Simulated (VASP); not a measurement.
# Hf3N2 (R-3m) in VASP: notebook

Runs on Hf3N2. Level: PBEsol. Tasks: relaxation of shape and atoms at fixed volume, relaxation of cell and atoms.

All numbers are computed with VASP 6.6.1; they aren't measurements. Logs are shortened: lines on timing, memory, paths and dates and some standing lists are left out, and cuts for length are marked.

### 1 The cell of the first run

It takes space group R-3m (No. 166, trigonal). The conventional cell has a = 3.296 Å, b = 3.296 Å, c = 23.878 Å, α = 90.00°, β = 90.00°, γ = 120.00°. Hf (site symmetry 3m) has 3 N at 2.33 Å within 3.1 Å. Hf (site symmetry -3m) has 6 N at 2.31 Å within 3.1 Å. N (site symmetry 3m) has 6 Hf at 2.31 to 2.33 Å within 3.1 Å.

### 2 Relaxation of shape and atoms at fixed volume, PBEsol (14.98 Å³/atom)

The input, INCAR:

```
SYSTEM = Hf3N2
PREC = Accurate
ENCUT = 600
EDIFF = 1E-6
ISMEAR = 0
SIGMA = 0.1
LREAL = .False.
LASPH = .True.
NELM = 100
ALGO = Normal
ISIF = 4
LWAVE = .False.
LCHARG = .False.
GGA = PS
IBRION = 2
NSW = 50
EDIFFG = -0.01
```

The input, KPOINTS:

```
Automatic mesh
0
Gamma
  12 12 12
  0 0 0
```

The input, POSCAR:

```
Hf3N2
1.0
    1.6479579158      0.9514489465      7.9594972824
   -1.6479579158      0.9514489465      7.9594972824
    0.0000000000     -1.9028978924      7.9594972825
Hf N
3 2
Direct
    0.7781570589      0.7781570589      0.7781570589
    0.2218429411      0.2218429411      0.2218429411
    0.0000000000      0.0000000000      0.0000000000
    0.6115689299      0.6115689299      0.6115689299
    0.3884310701      0.3884310701      0.3884310701
```

Potentials or basis: VASP PAW PBE potentials, release 64 (Hf_pv, N).

Command:

```console
$ cat potpaw_PBE.64/Hf_pv/POTCAR potpaw_PBE.64/N/POTCAR > POTCAR
$ mpirun -np 1 vasp_std > vasp.out
```

OUTCAR:

```text
SYSTEM = Hf3N2
   PREC = Accurate
   ENCUT = 600
   EDIFF = 1E-6
   ISMEAR = 0
   LREAL = .False.
   LASPH = .True.
   NELM = 100
   ISIF = 4
   GGA = PS
   IBRION = 2
   NSW = 50
   EDIFFG = -0.01

 ion  position               nearest neighbor table
   1  0.778  0.778  0.778-   5 2.33   5 2.33   5 2.33   2 3.25   2 3.25   2 3.25   3 3.27   3 3.27
                             3 3.27
   2  0.222  0.222  0.222-   4 2.33   4 2.33   4 2.33   1 3.25   1 3.25   1 3.25   3 3.27   3 3.27
                             3 3.27
   3  0.000  0.000  0.000-   4 2.31   5 2.31   4 2.31   4 2.31   5 2.31   5 2.31   2 3.27   1 3.27
                             2 3.27   1 3.27   2 3.27   1 3.27
   4  0.612  0.612  0.612-   3 2.31   3 2.31   3 2.31   2 2.33   2 2.33   2 2.33
   5  0.388  0.388  0.388-   3 2.31   3 2.31   3 2.31   1 2.33   1 2.33   1 2.33

  LATTYP: Found a trigonal (rhomboedric) cell.
 ALAT       =     8.1838021346
 COS(alpha) =     0.9189016556

  Lattice vectors:

 A1 = (   1.6479579158,   0.9514489465,   7.9594972824)
 A2 = (  -1.6479579158,   0.9514489465,   7.9594972824)
 A3 = (   0.0000000000,  -1.9028978924,   7.9594972825)

Analysis of symmetry for initial positions (statically):
=====================================================================
 Subroutine PRICEL returns:
 Original cell was already a primitive cell.

 Routine SETGRP: Setting up the symmetry group for a
 trigonal (rhombohedral) supercell.

 Subroutine GETGRP returns: Found 12 space group operations
 (whereof 12 operations were pure point group operations)
 out of a pool of 12 trial point group operations.

The static configuration has the point symmetry D_3d.

Analysis of symmetry for dynamics (positions and initial velocities):
=====================================================================
 Subroutine PRICEL returns:
 Original cell was already a primitive cell.

 Routine SETGRP: Setting up the symmetry group for a
 trigonal (rhombohedral) supercell.

 Subroutine GETGRP returns: Found 12 space group operations
 (whereof 12 operations were pure point group operations)
 out of a pool of 12 trial point group operations.

The dynamic configuration has the point symmetry D_3d.

 Subroutine INISYM returns: Found 12 space group operations
 (whereof 12 operations are pure point group operations),
 and found     1 'primitive' translations

----------------------------------------------------------------------------------------

                                     Primitive cell

  volume of cell :      74.8805

  direct lattice vectors                    reciprocal lattice vectors
     1.647957916  0.951448947  7.959497282     0.303405806  0.175171424  0.041878692
    -1.647957916  0.951448947  7.959497282    -0.303405806  0.175171424  0.041878692
     0.000000000 -1.902897892  7.959497283     0.000000000 -0.350342848  0.041878692

  length of vectors
     8.183802135  8.183802135  8.183802135     0.352836982  0.352836982  0.352836982

  position of ions in fractional coordinates (direct lattice)
     0.778157059  0.778157059  0.778157059
     0.221842941  0.221842941  0.221842941
     0.000000000  0.000000000  0.000000000
     0.611568930  0.611568930  0.611568930
     0.388431070  0.388431070  0.388431070

  ion indices of the primitive-cell ions
   primitive index   ion index
                 1           1
                 2           2
                 3           3
                 4           4
                 5           5

----------------------------------------------------------------------------------------

 KPOINTS: Automatic mesh

Automatic generation of k-mesh.
 Grid dimensions read from file:
 generate k-points for:   12   12   12

 Generating k-lattice:

  Cartesian coordinates                     Fractional coordinates (reciprocal lattice)
     0.025283817  0.014597619  0.003489891     0.083333333  0.000000000  0.000000000
    -0.025283817  0.014597619  0.003489891     0.000000000  0.083333333  0.000000000
     0.000000000 -0.029195237  0.003489891     0.000000000  0.000000000  0.083333333

  Length of vectors
     0.029403082  0.029403082  0.029403082

  Shift w.r.t. Gamma in fractional coordinates (k-lattice)
     0.000000000  0.000000000  0.000000000

 Subroutine IBZKPT returns following result:
 ===========================================

 Found    189 irreducible k-points:

 Following reciprocal coordinates:
            Coordinates               Weight
  0.000000  0.000000  0.000000      1.000000
  0.083333 -0.000000  0.000000      6.000000
  0.166667 -0.000000  0.000000      6.000000
  0.250000 -0.000000  0.000000      6.000000
  0.333333 -0.000000  0.000000      6.000000
  0.416667  0.000000  0.000000      6.000000
[... 16 lines left out ...]
  0.500000  0.166667  0.000000     12.000000
 -0.416667  0.166667  0.000000     12.000000
 [... further k-points ...]
[... 4 lines left out ...]
   dimension x,y,z NGXF=   140 NGYF=  140 NGZF=  140
   ions per type =               3   2
   NGX,Y,Z   is equivalent  to a cutoff of  14.22, 14.22, 14.22 a.u.
   NGXF,Y,Z  is equivalent  to a cutoff of  28.44, 28.44, 28.44 a.u.
 SYSTEM =  Hf3N2
   PREC   = accura    normal or accurate (medium, high low for compatibility)
   ISTART =      0    job   : 0-new  1-cont  2-samecut
   ICHARG =      2    charge: 1-file 2-atom 10-const
   ISPIN  =      1    spin polarized calculation?
   LNONCOLLINEAR =      F non collinear calculations
   LSORBIT =      F    spin-orbit coupling
   LASPH  =      T    aspherical Exc in radial PAW
   ENCUT  =  600.0 eV  44.10 Ry    6.64 a.u.  16.35 16.35 16.35*2*pi/ulx,y,z
   NELM   =    100;   NELMIN=  2; NELMDL= -5     # of ELM steps
   EDIFF  = 0.1E-05   stopping-criterion for ELM
   LREAL  =      F    real-space projection
   EDIFFG = -.1E-01   stopping-criterion for IOM
   NSW    =     50    number of steps for IOM
   IBRION =      2    ionic relax: 0-MD 1-quasi-New 2-CG
   NFREE  =      1    steps in history (QN), initial steepest desc. (CG)
   ISIF   =      4    stress and relaxation
   ISYM   =      2    0-nonsym 1-usesym 2-fastsym
   POTIM  = 0.5000    time-step for ionic-motion
   TEBEG  =    0.0;   TEEND  =   0.0 temperature during run
   PSTRESS=    0.0 pullay stress
   NELECT =      40.0000    total number of electrons
   NUPDOWN=      -1.0000    fix difference up-down
   EMIN   =  10.00;   EMAX   =-10.00  energy-range for DOS
   EFERMI =   0.00;   METHOD = LEGACY
   ISMEAR =     0;   SIGMA  =   0.10  broadening in eV -4-tet -1-fermi 0-gaus
   EFERMI_NEDOS =   21; number of points for ismear=-14 and -15
   IALGO  =     38    algorithm
   IMIX   =      4    mixing-type and parameters
     AMIX     =   0.40;   BMIX     =  1.00
     AMIX_MAG =   1.60;   BMIX_MAG =  1.00
  volume/ion in A,a.u.               =      14.98       101.06
  Fermi-wavevector in a.u.,A,eV,Ry     =   1.328328  2.510176 24.006872  1.764455
  Thomas-Fermi vector in A             =   2.457574
   LORBIT       =      0    0 simple, 1 ext, 2 COOP (PROOUT), +10 PAW based schemes
   GGA     = PS    functional components
   LHFCALC =     F    Hartree Fock is set to
   AEXX    =    0.0000 exact exchange contribution
   IVDW    =     0    specifies the selected vdW correction
   LEPSILON=     F    determine dielectric tensor
   LRPA    =     F    only Hartree local field effects (RPA)
 conjugate gradient relaxation of ions
 non-spin polarized calculation
 Gauss-broadening in eV      SIGMA  =   0.10
  energy-cutoff  :      600.00
  volume of cell :       74.88
 maximum number of plane-waves:      2546
 NGX is ok and might be reduce to    70
   NGX = 33   NGY = 33   NGZ = 33

--------------------------------------- Ionic step        1  -------------------------------------------

 number of electron      40.0000000 magnetization

 Free energy of the ion-electron system (eV)
  ---------------------------------------------------
  ext. energy  EPLUGINS =         0.00000000
  ---------------------------------------------------
  free energy    TOTEN  =       -56.37185929 eV

  energy without entropy =      -56.36391238  energy(sigma->0) =      -56.36788584

------------------------ aborting loop because EDIFF is reached ----------------------------------------

  FORCE on cell =-STRESS in cart. coord.  units (eV):
  Direction    XX          YY          ZZ          XY          YZ          ZX
  --------------------------------------------------------------------------------------
  -------------------------------------------------------------------------------------
  Total       -8.9463602     -8.9463602     -8.9055086     -0.0000000      0.0000000      0.0000000
  in kB     -191.4205090   -191.4205090   -190.5464282     -0.0000000      0.0000000      0.0000000
  external PRESSURE =    -191.1291487 kB  Pullay stress =       0.0000000 kB
[... 141 lines left out ...]
  energy  without entropy=      -56.3690262199  energy(sigma->0) =      -56.37327754

--------------------------------------- Ionic step        5  -------------------------------------------

 number of electron      40.0000001 magnetization

 Free energy of the ion-electron system (eV)
  ---------------------------------------------------
  ext. energy  EPLUGINS =         0.00000000
  ---------------------------------------------------
  free energy    TOTEN  =       -56.37754337 eV

  energy without entropy =      -56.36904494  energy(sigma->0) =      -56.37329416

 E-fermi :   5.8798     XC(G=0): -11.9641

 val. band max:        5.8793908215   @ k =  -0.3333   0.0833   0.0833
 cond. band min:       5.8841886876   @ k =  -0.2500   0.2500   0.2500
 fundamental gap:      0.0047978661
 Fermi energy:         5.8797810371

 k-point     1 :       0.0000    0.0000    0.0000
  band No.  band energies     occupation
      1     -25.7065      2.00000
      2     -25.3287      2.00000
      3     -25.3287      2.00000
      4     -25.0178      2.00000
      5     -24.6719      2.00000
      6     -24.5988      2.00000
[... 637 lines left out ...]
     23       8.7074      0.00000
     24       9.1812      0.00000

 [... further k-points ...]
[... 5 lines left out ...]
  --------------------------------------------------------------------------------------
  -------------------------------------------------------------------------------------
  Total       -8.7160095     -8.7160095     -8.7014167      0.0000000      0.0000000      0.0000000
  in kB     -186.4918180   -186.4918180   -186.1795830      0.0000000      0.0000000      0.0000000
  external PRESSURE =    -186.3877396 kB  Pullay stress =       0.0000000 kB
[... 20 lines left out ...]
  FREE ENERGIE OF THE ION-ELECTRON SYSTEM (eV)
  ---------------------------------------------------
  free  energy   TOTEN  =       -56.3775433697 eV

  energy  without entropy=      -56.3690449406  energy(sigma->0) =      -56.37329416

 reached required accuracy - stopping structural energy minimisation
```

It took 1.6 h on 1 thread of Intel Xeon Platinum 8259CL at 2.50GHz (Skylake/Cascade Lake), shared host; peak memory 0.99 GiB.

Results:

* Free energy: -56.3775 eV
* Energy gained by relaxing: 1.1 meV/atom
* Ionic steps: 5
* Pressure after relaxing: -18.6 GPa
* Largest force after relaxing: 0.003 eV/Å
* Band gap on the k mesh: zero (bands 20 and 21 overlap by 1.00 eV)

Forces on the atoms (eV/Å):
```
Hf   0.000  0.000  0.001
Hf   0.000  0.000 -0.001
Hf   0.000  0.000  0.000
N    0.000  0.000  0.003
N    0.000  0.000 -0.003
```

Step by step:
```
step  energy change (eV)  largest force (eV/Å)  pressure (GPa)  volume (Å³)
   1              0.0000                0.2265          -19.11        74.88
   2             -0.0042                0.1103          -18.89        74.88
   3             -0.0057                0.0134          -18.65        74.88
   4             -0.0057                0.0121          -18.64        74.88
   5             -0.0057                0.0032          -18.64        74.88
```

Final structure:
```cif
data_structure
_symmetry_space_group_name_H-M 'P 1'
_symmetry_Int_Tables_number 1
_cell_length_a 8.1865
_cell_length_b 8.1865
_cell_length_c 8.1865
_cell_angle_alpha 23.222
_cell_angle_beta 23.222
_cell_angle_gamma 23.222
_cell_volume 74.88
loop_
_atom_site_label
_atom_site_type_symbol
_atom_site_fract_x
_atom_site_fract_y
_atom_site_fract_z
_atom_site_occupancy
Hf1 Hf 0.77724 0.77724 0.77724 1
Hf2 Hf 0.22276 0.22276 0.22276 1
Hf3 Hf 0.00000 0.00000 0.00000 1
N1 N 0.61195 0.61195 0.61195 1
N2 N 0.38805 0.38805 0.38805 1
```

Caveat: the PAW data sets were made with another functional, which shifts forces and pressure a little; spin-orbit coupling is left out, which moves the levels of the heavy elements.

### 3 Relaxation of shape and atoms at fixed volume, PBEsol (12.39 Å³/atom)

This run uses another cell than the first one, of 12.39 Å³/atom.

The input, INCAR:

```
SYSTEM = Hf3N2
  PREC = Accurate
  ENCUT = 600
  EDIFF = 1E-7
  ISMEAR = 0
  SIGMA = 0.1
  LREAL = .FALSE.
  LASPH = .TRUE.
  NELM = 60
  ALGO = Normal
  ISIF = 4
  LWAVE = .FALSE.
  LCHARG = .FALSE.
  GGA = PS
  IBRION = 2
  NSW = 50
  EDIFFG = -0.01
```

The input, KPOINTS:

```
Automatic mesh
0
G
  12 12 12
  0 0 0
```

The input, POSCAR:

```
Hf3N2
1.0
    1.5468113658      0.8930519585      7.4739789532
   -1.5468113658      0.8930519585      7.4739789532
    0.0000000000     -1.7861039169      7.4739789532
Hf N
3 2
Direct
    0.7797264681      0.7797264681      0.7797264681
    0.2202735319      0.2202735319      0.2202735319
    0.0000000000      0.0000000000      0.0000000000
    0.6106733970      0.6106733970      0.6106733970
    0.3893266030      0.3893266030      0.3893266030
```

Potentials or basis: VASP PAW PBE potentials, release 64 (Hf_pv, N).

Command:

```console
$ cat potpaw_PBE.64/Hf_pv/POTCAR potpaw_PBE.64/N/POTCAR > POTCAR
$ mpirun -np 1 vasp_std > vasp.out
```

Run time: 39 min. Hardware: 1 thread of AMD EPYC 9R45 (Zen 5), shared host; peak memory 0.79 GiB.

The run converged. Its results:

```yaml
Free_energy: -56.4254 eV
Energy_gained_by_relaxing: 0.2 meV/atom
Ionic_steps: 4
Pressure_after_relaxing: 24.0 GPa
Band_gap_on_the_k_mesh: zero (bands 20 and 21 overlap by 0.88 eV)
```

Step by step:
| step | energy change (eV) | largest force (eV/Å) | pressure (GPa) | volume (Å³) |
| --- | --- | --- | --- | --- |
| 1 | 0.0000 | 0.1098 | 24.15 | 61.95 |
| 2 | -0.0007 | 0.0201 | 23.96 | 61.95 |
| 3 | -0.0007 | 0.0200 | 23.96 | 61.95 |
| 4 | -0.0008 | 0.0011 | 23.95 | 61.95 |

Final structure:
```
CELL_PARAMETERS angstrom
1.54609 0.89263 7.48100
-1.54609 0.89263 7.48100
0.00000 -1.78527 7.48100
ATOMIC_POSITIONS crystal
Hf 0.77995 0.77995 0.77995
Hf 0.22005 0.22005 0.22005
Hf 0.00000 0.00000 0.00000
N 0.61053 0.61053 0.61053
N 0.38947 0.38947 0.38947
```

Levels at points of the mesh, in eV from the Fermi level:
```csv
k point,band 16,band 17,band 18,band 19,band 20,band 21,band 22,band 23,band 24
"(0.00, 0.00, 0.00)",-3.84,-3.84,-2.86,0.32,0.50,0.83,0.83,1.97,1.97
"(0.50, 0.00, 0.00)",-4.95,-4.09,-2.76,-1.06,-0.45,-0.18,3.05,3.64,4.84
"(0.50, 0.50, 0.00)",-4.88,-4.25,-3.44,-0.85,-0.01,0.59,1.95,3.54,4.72
"(0.50, 0.50, 0.50)",-3.96,-3.96,-1.58,-1.10,0.45,0.45,1.75,1.81,3.07
```

Caveat: the PAW data sets were made with another functional, which shifts forces and pressure a little; spin-orbit coupling is left out, which moves the levels of the heavy elements.

### 4 Relaxation of cell and atoms, PBEsol, target pressure 2 GPa, at which the enthalpy is minimised

This run uses another cell than the first one, of 13.35 Å³/atom.

The input, INCAR:

```
SYSTEM = Hf3N2
ALGO     = Normal         ! electronic algorithm
EDIFF    = 1E-6           ! SCF threshold, eV
EDIFFG   = -0.008         ! ionic threshold
ENCUT    = 600            ! plane-wave cutoff, eV
GGA      = PS             ! functional
IBRION   = 2              ! ionic algorithm
ISIF     = 3              ! what is computed and relaxed
ISMEAR   = 0              ! smearing method
LASPH    = .True.         ! aspherical terms in the spheres
LCHARG   = .False.        ! write CHGCAR
LREAL    = .False.        ! projectors in reciprocal space
LWAVE    = .False.        ! write WAVECAR
NELM     = 60             ! most SCF steps
NSW      = 70             ! ionic steps
PREC     = Accurate       ! precision mode
PSTRESS  = 20.0         
SIGMA    = 0.1            ! smearing width, eV
```

The input, KPOINTS:

```
k-points
0
Gamma
  12 12 12
  0 0 0
```

The input, POSCAR:

```
Hf3N2
1.0
    1.5863822744      0.9158982332      7.6585005318
   -1.5863822744      0.9158982332      7.6585005318
    0.0000000000     -1.8317964664      7.6585005318
Hf N
3 2
Direct
    0.7789751360      0.7789751360      0.7789751360
    0.2210248640      0.2210248640      0.2210248640
    0.0000000000      0.0000000000      0.0000000000
    0.6111305274      0.6111305274      0.6111305274
    0.3888694726      0.3888694726      0.3888694726
```

Command:

```console
$ cat potpaw_PBE.64/Hf_pv/POTCAR potpaw_PBE.64/N/POTCAR > POTCAR
$ mpirun -np 1 vasp_std > vasp.out
```

Wall time 61 min (1 thread of Intel Xeon Platinum 8488C (Sapphire Rapids), shared host); peak memory 0.84 GiB.

The run converged. Its results:

```
Free energy                                                : -56.8249 eV
Relaxed volume                                             : 13.42 Å³/atom
Relaxed cell                                               : a = 7.888 Å, b = 7.888 Å, c = 7.888 Å, α = 23.24°, β = 23.24°, γ = 23.24°
Space group after relaxing (to 0.1 Å)                      : R-3m (No. 166)
Energy change on relaxing (the run minimises the enthalpy) : -1.0 meV/atom
Ionic steps                                                : 4
Pressure after relaxing                                    : 2.0 GPa
Largest force after relaxing                               : 0.007 eV/Å
Band gap on the k mesh                                     : zero (bands 20 and 21 overlap by 1.01 eV)
```

Forces on the atoms (eV/Å):
```
Hf   0.000  0.000 -0.007
Hf   0.000  0.000  0.007
Hf   0.000  0.000  0.000
N    0.000  0.000  0.002
N    0.000  0.000 -0.002
```

Stress tensor (GPa, compression positive):
```
1.94 0.00 0.00
0.00 1.94 0.00
0.00 0.00 2.08
```

The path:
```csv
step,energy change (eV),largest force (eV/Å),pressure (GPa),volume (Å³)
1,0.0000,0.0224,3.18,66.77
2,-0.0084,0.0655,-0.28,67.72
3,-0.0051,0.0082,1.99,67.08
4,-0.0051,0.0074,1.99,67.08
```

Final structure:
```xyz
5
Lattice="1.5887 0.9172 7.6718 -1.5887 0.9172 7.6718 0.0000 -1.8345 7.6718" Properties=species:S:1:pos:R:3 pbc="T T T"
Hf    0.0000    0.0000   17.9288
Hf    0.0000    0.0000    5.0866
Hf    0.0000    0.0000    0.0000
N     0.0000    0.0000   14.0653
N     0.0000    0.0000    8.9502
```

Levels at points of the mesh, in eV from the Fermi level:
```tsv
k point	band 16	band 17	band 18	band 19	band 20	band 21	band 22	band 23	band 24
(0.00, 0.00, 0.00)	-3.68	-3.68	-2.97	0.40	0.54	0.77	0.77	1.93	1.93
(0.50, 0.00, 0.00)	-4.76	-3.98	-2.51	-0.93	-0.43	-0.32	2.93	3.43	4.36
(0.50, 0.50, 0.00)	-4.72	-4.11	-3.07	-0.85	-0.16	0.59	1.96	3.37	4.24
(0.50, 0.50, 0.50)	-3.77	-3.77	-1.68	-0.89	0.46	0.46	1.51	1.63	2.87
```

Caveat: the cell is relaxed towards a set pressure, so the run minimises the enthalpy, not the energy; the PAW data sets were made with another functional, which shifts forces and pressure a little; spin-orbit coupling is left out, which moves the levels of the heavy elements.

### 5 The runs side by side

```csv
task,cell,gap on the mesh (eV),pressure (GPa)
relaxation of shape and atoms at fixed volume,"relaxed from a = 8.184 Å, angles 23.2°, 5 atoms, atomic positions A",none,-18.6
relaxation of shape and atoms at fixed volume,"relaxed from a = 7.684 Å, angles 23.2°, 5 atoms, atomic positions B",none,24.0
relaxation of cell and atoms,"relaxed to 2 GPa from a = 7.875 Å, angles 23.2°, 5 atoms, atomic positions C",none,2.0
```

Alike in all rows: level PBEsol; potentials or basis VASP PAW PBE potentials, release 64 (Hf_pv, N); no spin polarisation; k mesh 12 × 12 × 12; cutoff (eV) 600; smearing gaussian 0.1 eV.

Caveats: the PAW data sets were made with another functional, which shifts forces and pressure a little; spin-orbit coupling is left out, which moves the levels of the heavy elements; the cell is relaxed towards a set pressure, so the run minimises the enthalpy, not the energy (at least some runs).

Absolute energies hang on the potentials; compare differences alone.
